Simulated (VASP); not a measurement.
# Ge (Fd-3m) in VASP: a series of runs

Ge is run at these levels: PBEsol; tasks: single point, relaxation of cell and atoms.

Program: VASP 6.6.1. These are calculated values, not measurements. Logs are shortened: lines on timing, memory, paths and dates and some standing lists are left out, and cuts for length are marked.

## 1. The cell of the first run

It takes space group Fd-3m (No. 227, cubic). The conventional cell has a = 5.684 Å, b = 5.684 Å, c = 5.684 Å, α = 90.00°, β = 90.00°, γ = 90.00°. Within 3.2 Å of Ge (site symmetry -43m) lie 4 Ge at 2.46 Å.

## 2. Single point, PBEsol

Input file INCAR:

```
SYSTEM = Ge
ALGO = Normal
EDIFF = 1E-6
ENCUT = 500
GGA = PS
GGA_COMPAT = .FALSE.
ISIF = 2
ISMEAR = 1
LASPH = .TRUE.
LCHARG = .FALSE.
LREAL = .FALSE.
LWAVE = .FALSE.
NBANDS = 21
NELM = 120
PREC = Accurate
SIGMA = 0.02
```

Input file KPOINTS:

```
k-points
0
G
  5 5 5
  0 0 0
```

Input file POSCAR:

```
Ge
1.0
    0.0000000000      2.8418301791      2.8418301791
    2.8418301791      0.0000000000      2.8418301791
    2.8418301791      2.8418301791      0.0000000000
Ge
2
Direct
    0.5000000000      0.5000000000      0.5000000000
    0.7500000000      0.7500000000      0.7500000000
```

Potentials or basis: VASP PAW PBE potentials, release 64 (Ge_d).

Run with:

```sh
$ cat potpaw_PBE.64/Ge_d/POTCAR > POTCAR
$ mpirun -np 1 vasp_std > vasp.out
```

OUTCAR:

```text
SYSTEM = Ge
   EDIFF = 1E-6
   ENCUT = 500
   GGA = PS
   ISIF = 2
   ISMEAR = 1
   LASPH = .TRUE.
   LREAL = .FALSE.
   NELM = 120
   PREC = Accurate

 ion  position               nearest neighbor table
   1  0.500  0.500  0.500-   2 2.46   2 2.46   2 2.46   2 2.46
   2  0.750  0.750  0.750-   1 2.46   1 2.46   1 2.46   1 2.46

  LATTYP: Found a face centered cubic cell.
 ALAT       =     5.6836603582

  Lattice vectors:

 A1 = (   0.0000000000,   2.8418301791,   2.8418301791)
 A2 = (   2.8418301791,   0.0000000000,   2.8418301791)
 A3 = (   2.8418301791,   2.8418301791,   0.0000000000)

Analysis of symmetry for initial positions (statically):
=====================================================================
 Subroutine PRICEL returns:
 Original cell was already a primitive cell.

 Routine SETGRP: Setting up the symmetry group for a
 face centered cubic supercell.

 Subroutine GETGRP returns: Found 48 space group operations
 (whereof 24 operations were pure point group operations)
 out of a pool of 48 trial point group operations.

The static configuration has the point symmetry T_d .
 The point group associated with its full space group is O_h .

Analysis of symmetry for dynamics (positions and initial velocities):
=====================================================================
 Subroutine PRICEL returns:
 Original cell was already a primitive cell.

 Routine SETGRP: Setting up the symmetry group for a
 face centered cubic supercell.

 Subroutine GETGRP returns: Found 48 space group operations
 (whereof 24 operations were pure point group operations)
 out of a pool of 48 trial point group operations.

The dynamic configuration has the point symmetry T_d .
 The point group associated with its full space group is O_h .

 Subroutine INISYM returns: Found 48 space group operations
 (whereof 24 operations are pure point group operations),
 and found     1 'primitive' translations

----------------------------------------------------------------------------------------

                                     Primitive cell

  volume of cell :      45.9012

  direct lattice vectors                    reciprocal lattice vectors
     0.000000000  2.841830179  2.841830179    -0.175942955  0.175942955  0.175942955
     2.841830179  0.000000000  2.841830179     0.175942955 -0.175942955  0.175942955
     2.841830179  2.841830179  0.000000000     0.175942955  0.175942955 -0.175942955

  length of vectors
     4.018954781  4.018954781  4.018954781     0.304742138  0.304742138  0.304742138

  position of ions in fractional coordinates (direct lattice)
     0.500000000  0.500000000  0.500000000
     0.750000000  0.750000000  0.750000000

  ion indices of the primitive-cell ions
   primitive index   ion index
                 1           1
                 2           2

----------------------------------------------------------------------------------------

 KPOINTS: k-points

Automatic generation of k-mesh.
 Grid dimensions read from file:
 generate k-points for:    5    5    5

 Generating k-lattice:

  Cartesian coordinates                     Fractional coordinates (reciprocal lattice)
    -0.035188591  0.035188591  0.035188591     0.200000000  0.000000000  0.000000000
     0.035188591 -0.035188591  0.035188591     0.000000000  0.200000000  0.000000000
     0.035188591  0.035188591 -0.035188591     0.000000000  0.000000000  0.200000000

  Length of vectors
     0.060948428  0.060948428  0.060948428

  Shift w.r.t. Gamma in fractional coordinates (k-lattice)
     0.000000000  0.000000000  0.000000000

 Subroutine IBZKPT returns following result:
 ===========================================

 Found     10 irreducible k-points:

 Following reciprocal coordinates:
            Coordinates               Weight
  0.000000  0.000000  0.000000      1.000000
  0.200000  0.000000  0.000000      8.000000
  0.400000  0.000000  0.000000      8.000000
  0.200000  0.200000  0.000000      6.000000
  0.400000  0.200000  0.000000     24.000000
 -0.400000  0.200000  0.000000     24.000000
 -0.200000  0.200000  0.000000     12.000000
  0.400000  0.400000  0.000000      6.000000
 -0.400000  0.400000  0.000000     12.000000
 -0.400000  0.400000  0.200000     24.000000
   k-points           NKPTS =     10   k-points in BZ     NKDIM =     10   number of bands    NBANDS=     21
   number of dos      NEDOS =    301   number of ions     NIONS =      2
   total plane-waves  NPLWV =  27000
   dimension x,y,z NGX =    30 NGY =   30 NGZ =   30
   dimension x,y,z NGXF=    60 NGYF=   60 NGZF=   60
   ions per type =               2
   NGX,Y,Z   is equivalent  to a cutoff of  12.41, 12.41, 12.41 a.u.
   NGXF,Y,Z  is equivalent  to a cutoff of  24.82, 24.82, 24.82 a.u.
 SYSTEM =  Ge
   PREC   = accura    normal or accurate (medium, high low for compatibility)
   ISTART =      0    job   : 0-new  1-cont  2-samecut
   ICHARG =      2    charge: 1-file 2-atom 10-const
   ISPIN  =      1    spin polarized calculation?
   LNONCOLLINEAR =      F non collinear calculations
   LSORBIT =      F    spin-orbit coupling
   LASPH  =      T    aspherical Exc in radial PAW
   ENCUT  =  500.0 eV  36.75 Ry    6.06 a.u.   7.33  7.33  7.33*2*pi/ulx,y,z
   NELM   =    120;   NELMIN=  2; NELMDL= -5     # of ELM steps
   EDIFF  = 0.1E-05   stopping-criterion for ELM
   LREAL  =      F    real-space projection
   EDIFFG = 0.1E-04   stopping-criterion for IOM
   NSW    =      0    number of steps for IOM
   IBRION =     -1    ionic relax: 0-MD 1-quasi-New 2-CG
   NFREE  =      0    steps in history (QN), initial steepest desc. (CG)
   ISIF   =      2    stress and relaxation
   ISYM   =      2    0-nonsym 1-usesym 2-fastsym
   POTIM  = 0.5000    time-step for ionic-motion
   TEBEG  =    0.0;   TEEND  =   0.0 temperature during run
   PSTRESS=    0.0 pullay stress
   NELECT =      28.0000    total number of electrons
   NUPDOWN=      -1.0000    fix difference up-down
   EMIN   =  10.00;   EMAX   =-10.00  energy-range for DOS
   EFERMI =   0.00;   METHOD = LEGACY
   ISMEAR =     1;   SIGMA  =   0.02  broadening in eV -4-tet -1-fermi 0-gaus
   EFERMI_NEDOS =   21; number of points for ismear=-14 and -15
   IALGO  =     38    algorithm
   IMIX   =      4    mixing-type and parameters
     AMIX     =   0.40;   BMIX     =  1.00
     AMIX_MAG =   1.60;   BMIX_MAG =  1.00
  volume/ion in A,a.u.               =      22.95       154.88
  Fermi-wavevector in a.u.,A,eV,Ry     =   1.388415  2.623724 26.227910  1.927697
  Thomas-Fermi vector in A             =   2.512543
   LORBIT       =      0    0 simple, 1 ext, 2 COOP (PROOUT), +10 PAW based schemes
   GGA     = PS    functional components
   LHFCALC =     F    Hartree Fock is set to
   AEXX    =    0.0000 exact exchange contribution
   IVDW    =     0    specifies the selected vdW correction
   LEPSILON=     F    determine dielectric tensor
   LRPA    =     F    only Hartree local field effects (RPA)
 non-spin polarized calculation
 Methfessel and Paxton  Order N= 1 SIGMA  =   0.02
  energy-cutoff  :      500.00
  volume of cell :       45.90
 maximum number of plane-waves:      1211
 NGX is ok and might be reduce to    30
   NGX = 15   NGY = 15   NGZ = 15

 number of electron      28.0000011 magnetization

 Free energy of the ion-electron system (eV)
  ---------------------------------------------------
  ext. energy  EPLUGINS =         0.00000000
  ---------------------------------------------------
  free energy    TOTEN  =        -9.76826997 eV

  energy without entropy =       -9.76815049  energy(sigma->0) =       -9.76823014

 E-fermi :   4.7559     XC(G=0): -10.0502

 val. band max:        4.7518450511   @ k =   0.0000   0.0000   0.0000
 cond. band min:       4.9121541713   @ k =   0.4000   0.0000   0.0000
 fundamental gap:      0.1603091202
 Fermi energy:         4.7558724182

 k-point     1 :       0.0000    0.0000    0.0000
  band No.  band energies     occupation
      1     -19.9838      2.00000
      2     -19.9838      2.00000
      3     -19.9838      2.00000
      4     -19.9486      2.00000
      5     -19.9486      2.00000
      6     -19.7436      2.00000
[... 13 lines left out ...]
     20      14.1824      0.00000
     21      14.1824      0.00000

 k-point     2 :       0.2000    0.0000    0.0000
  band No.  band energies     occupation
      1     -19.9980      2.00000
      2     -19.9980      2.00000
      3     -19.9779      2.00000
      4     -19.9272      2.00000
      5     -19.9272      2.00000
      6     -19.7642      2.00000
[... 13 lines left out ...]
     20      12.9372      0.00000
     21      12.9372      0.00000

 k-point     3 :       0.4000    0.0000    0.0000
  band No.  band energies     occupation
      1     -20.0068      2.00000
      2     -20.0068      2.00000
      3     -19.9683      2.00000
      4     -19.9097      2.00000
      5     -19.9097      2.00000
      6     -19.7767      2.00000
[... 13 lines left out ...]
     20      14.5255      0.00000
     21      14.5255      0.00000

 k-point     4 :       0.2000    0.2000    0.0000
  band No.  band energies     occupation
      1     -19.9964      2.00000
      2     -19.9964      2.00000
      3     -19.9923      2.00000
      4     -19.9270      2.00000
      5     -19.9005      2.00000
      6     -19.8068      2.00000
[... 13 lines left out ...]
     20      13.6063      0.00000
     21      14.8574      0.00000

 k-point     5 :       0.4000    0.2000    0.0000
  band No.  band energies     occupation
      1     -20.0194      2.00000
      2     -20.0076      2.00000
      3     -19.9642      2.00000
      4     -19.9017      2.00000
      5     -19.8744      2.00000
      6     -19.8320      2.00000
[... 13 lines left out ...]
     20      14.7828      0.00000
     21      15.8498      0.00000

 k-point     6 :      -0.4000    0.2000    0.0000
  band No.  band energies     occupation
      1     -20.0273      2.00000
      2     -20.0149      2.00000
      3     -19.9402      2.00000
      4     -19.8900      2.00000
      5     -19.8818      2.00000
      6     -19.8092      2.00000
[... 13 lines left out ...]
     20      14.0294      0.00000
     21      15.3892      0.00000

 k-point     7 :      -0.2000    0.2000    0.0000
  band No.  band energies     occupation
      1     -20.0125      2.00000
      2     -20.0121      2.00000
      3     -19.9574      2.00000
      4     -19.9171      2.00000
      5     -19.8946      2.00000
      6     -19.7967      2.00000
[... 13 lines left out ...]
     20      14.4177      0.00000
     21      14.9950      0.00000

 k-point     8 :       0.4000    0.4000    0.0000
  band No.  band energies     occupation
      1     -20.0140      2.00000
      2     -20.0140      2.00000
      3     -19.9643      2.00000
      4     -19.8941      2.00000
      5     -19.8712      2.00000
      6     -19.8205      2.00000
[... 13 lines left out ...]
     20      16.8915      0.00000
     21      17.0334      0.00000

 k-point     9 :      -0.4000    0.4000    0.0000
  band No.  band energies     occupation
      1     -20.0306      2.00000
      2     -20.0175      2.00000
      3     -19.9317      2.00000
      4     -19.8914      2.00000
      5     -19.8447      2.00000
      6     -19.8330      2.00000
[... 13 lines left out ...]
     20      15.0729      0.00000
     21      17.7482      0.00000

 k-point    10 :      -0.4000    0.4000    0.2000
  band No.  band energies     occupation
      1     -20.0291      2.00000
      2     -20.0241      2.00000
      3     -19.9249      2.00000
      4     -19.8741      2.00000
      5     -19.8629      2.00000
      6     -19.8412      2.00000
[... 13 lines left out ...]
     20      15.0877      0.00000
     21      17.7552      0.00000

------------------------ aborting loop because EDIFF is reached ----------------------------------------

  FORCE on cell =-STRESS in cart. coord.  units (eV):
  Direction    XX          YY          ZZ          XY          YZ          ZX
  --------------------------------------------------------------------------------------
  -------------------------------------------------------------------------------------
  Total       -0.0372997     -0.0372997     -0.0372997     -0.0000000     -0.0000000      0.0000000
  in kB       -1.3019422     -1.3019422     -1.3019422     -0.0000000     -0.0000000      0.0000000
  external PRESSURE =      -1.3019422 kB  Pullay stress =       0.0000000 kB

 VOLUME and BASIS-vectors are now :
 -----------------------------------------------------------------------------
  energy-cutoff  :      500.00
  volume of cell :       45.90
      direct lattice vectors                 reciprocal lattice vectors
     0.000000000  2.841830179  2.841830179    -0.175942955  0.175942955  0.175942955
     2.841830179  0.000000000  2.841830179     0.175942955 -0.175942955  0.175942955
     2.841830179  2.841830179  0.000000000     0.175942955  0.175942955 -0.175942955

 POSITION                                       TOTAL-FORCE (eV/Angst)
 -----------------------------------------------------------------------------------
      2.84183      2.84183      2.84183        -0.000000     -0.000000     -0.000000
      4.26275      4.26275      4.26275         0.000000      0.000000      0.000000
 -----------------------------------------------------------------------------------
    total drift:                                0.000000     -0.000000     -0.000000

  FREE ENERGIE OF THE ION-ELECTRON SYSTEM (eV)
  ---------------------------------------------------
  free  energy   TOTEN  =        -9.7682699669 eV

  energy  without entropy=       -9.7681504920  energy(sigma->0) =       -9.76823014
```

Run time: 8.3 s. Hardware: 1 thread of Intel Xeon Platinum 8488C (Sapphire Rapids), shared host; peak memory 0.16 GiB.

Results:

```yaml
Free_energy: -9.7683 eV
Pressure: -0.1 GPa
Band_gap_on_the_k_mesh: zero (filled and empty bands touch)
```

Levels at points of the mesh, in eV from the Fermi level:
| k point | band 12 | band 13 | band 14 | band 15 | band 16 | band 17 |
| --- | --- | --- | --- | --- | --- | --- |
| (0.00, 0.00, 0.00) | -0.13 | 0.00 | 0.00 | 0.00 | 2.51 | 2.51 |

Caveat: the k points lie up to 0.38 Å⁻¹ apart; semilocal functionals underestimate gaps, so a narrow gap can read as zero; the PAW data sets were made with another functional, which shifts forces and pressure a little.

## 3. Relaxation of cell and atoms, PBEsol

This run uses another cell than the first one, of 22.64 Å³/atom.

Input file INCAR:

```
PREC = Accurate
ENCUT = 500
EDIFF = 1E-7
ISMEAR = 1
SIGMA = 0.02
LREAL = False
LASPH = True
NELM = 120
ALGO = Normal
ISIF = 3
LWAVE = False
LCHARG = False
GGA = PS
IBRION = 2
NSW = 80
EDIFFG = -0.02
GGA_COMPAT = False
NELMIN = 4
```

Input file KPOINTS:

```
Automatic mesh
0
Gamma
  5 5 5
```

Input file POSCAR:

```
Ge
1.0
    0.0000000000      2.8289100000      2.8289100000
    2.8289100000      0.0000000000      2.8289100000
    2.8289100000      2.8289100000      0.0000000000
Ge
2
Direct
    0.5000000000      0.5000000000      0.5000000000
    0.7500000000      0.7500000000      0.7500000000
```

Potentials or basis: VASP PAW PBE potentials, release 64 (Ge_d).

Run with:

```sh
$ cat potpaw_PBE.64/Ge_d/POTCAR > POTCAR
$ mpirun -np 1 vasp_std > vasp.out
```

OUTCAR:

```text
PREC = Accurate
   ENCUT = 500
   EDIFF = 1E-7
   ISMEAR = 1
   LREAL = False
   LASPH = True
   NELM = 120
   ISIF = 3
   GGA = PS
   IBRION = 2
   NSW = 80
   EDIFFG = -0.02
   NELMIN = 4

 ion  position               nearest neighbor table
   1  0.500  0.500  0.500-   2 2.45   2 2.45   2 2.45   2 2.45
   2  0.750  0.750  0.750-   1 2.45   1 2.45   1 2.45   1 2.45

  LATTYP: Found a face centered cubic cell.
 ALAT       =     5.6578200000

  Lattice vectors:

 A1 = (   0.0000000000,   2.8289100000,   2.8289100000)
 A2 = (   2.8289100000,   0.0000000000,   2.8289100000)
 A3 = (   2.8289100000,   2.8289100000,   0.0000000000)

[... 167 lines left out ...]
  FORCE on cell =-STRESS in cart. coord.  units (eV):
  Direction    XX          YY          ZZ          XY          YZ          ZX
  --------------------------------------------------------------------------------------
  -------------------------------------------------------------------------------------
  Total        0.2191622      0.2191622      0.2191622      0.0000000     -0.0000000      0.0000000
  in kB        7.7551267      7.7551267      7.7551267      0.0000000     -0.0000000      0.0000000
  external PRESSURE =       7.7551267 kB  Pullay stress =       0.0000000 kB
[... 59 lines left out ...]
--------------------------------------- Ionic step        3  -------------------------------------------

 number of electron      28.0000012 magnetization

 Free energy of the ion-electron system (eV)
  ---------------------------------------------------
  ext. energy  EPLUGINS =         0.00000000
  ---------------------------------------------------
  free energy    TOTEN  =        -9.76797153 eV

  energy without entropy =       -9.76785205  energy(sigma->0) =       -9.76793170

 E-fermi :   4.7731     XC(G=0): -10.0586

 val. band max:        4.7690374157   @ k =   0.0000   0.0000   0.0000
 cond. band min:       4.9347970805   @ k =   0.4000   0.0000   0.0000
 fundamental gap:      0.1657596648
 Fermi energy:         4.7730648126

 k-point     1 :       0.0000    0.0000    0.0000
  band No.  band energies     occupation
      1     -19.9688      2.00000
      2     -19.9688      2.00000
      3     -19.9688      2.00000
      4     -19.9335      2.00000
      5     -19.9335      2.00000
      6     -19.7275      2.00000
[... 228 lines left out ...]
  FREE ENERGIE OF THE ION-ELECTRON SYSTEM (eV)
  ---------------------------------------------------
  free  energy   TOTEN  =        -9.7679715293 eV

  energy  without entropy=       -9.7678520544  energy(sigma->0) =       -9.76793170

 reached required accuracy - stopping structural energy minimisation
```

OSZICAR:

```text
N       E                     dE             d eps       ncg     rms          rms(c)
DAV:   1     0.161672183742E+03    0.16167E+03   -0.15419E+04   384   0.415E+03
DAV:   2     0.979919243378E+01   -0.15187E+03   -0.14975E+03   360   0.515E+02
DAV:   3    -0.935523439949E+01   -0.19154E+02   -0.19027E+02   406   0.143E+02
[... 24 lines left out ...]
DAV:   3    -0.976804842670E+01    0.11227E-02   -0.18955E-03   462   0.800E-01    0.484E-02
DAV:   4    -0.976797313297E+01    0.75294E-04   -0.21867E-04   462   0.309E-01    0.103E-02
DAV:   5    -0.976797109194E+01    0.20410E-05   -0.15483E-05   420   0.771E-02    0.718E-03
DAV:   6    -0.976797146151E+01   -0.36957E-06   -0.10560E-06   450   0.210E-02    0.332E-04
DAV:   7    -0.976797152929E+01   -0.67780E-07   -0.47043E-08   198   0.388E-03
   3 F= -.97679715E+01 E0= -.97679317E+01  d E =-.136591E-02
```

CONTCAR:

```text
Ge
   1.00000000000000
     0.0000000000000000    2.8401321909241268    2.8401321909241268
     2.8401321909241268   -0.0000000000000000    2.8401321909241268
     2.8401321909241268    2.8401321909241268    0.0000000000000000
  Ge
     2
Direct
     0.5000000000000000    0.5000000000000000    0.5000000000000000
     0.7500000000000000    0.7500000000000000    0.7500000000000000

  0.00000000E+00  0.00000000E+00  0.00000000E+00
  0.00000000E+00  0.00000000E+00  0.00000000E+00
```

Run time: 19 s. Hardware: 1 thread of Intel Xeon Platinum 8488C (Sapphire Rapids), shared host; peak memory 0.16 GiB.

What came out:

- Free energy: -9.7680 eV
- Relaxed volume: 22.91 Å³/atom
- Relaxed cell: a = 4.017 Å, b = 4.017 Å, c = 4.017 Å, α = 60.00°, β = 60.00°, γ = 60.00°
- Space group after relaxing (to 0.1 Å): Fd-3m (No. 227)
- Energy gained by relaxing: 0.7 meV/atom
- Ionic steps: 3
- Pressure after relaxing: -0.1 GPa
- Band gap on the k mesh: zero (filled and empty bands touch)

The path:
```tsv
step	energy change (eV)	largest force (eV/Å)	pressure (GPa)	volume (Å³)
1	0.0000	0.0000	0.78	45.28
2	-0.0012	0.0000	-0.30	46.00
3	-0.0014	0.0000	-0.06	45.82
```

Final structure:
```
Ge
1.0
     0.00000    2.84013    2.84013
     2.84013    0.00000    2.84013
     2.84013    2.84013    0.00000
Ge
2
Cartesian
  2.8401 2.8401 2.8401
  4.2602 4.2602 4.2602
```

Caveat: the k points lie up to 0.38 Å⁻¹ apart in the final cell; semilocal functionals underestimate gaps, so a narrow gap can read as zero; the PAW data sets were made with another functional, which shifts forces and pressure a little. Zero-point motion and thermal expansion aren't in these numbers.
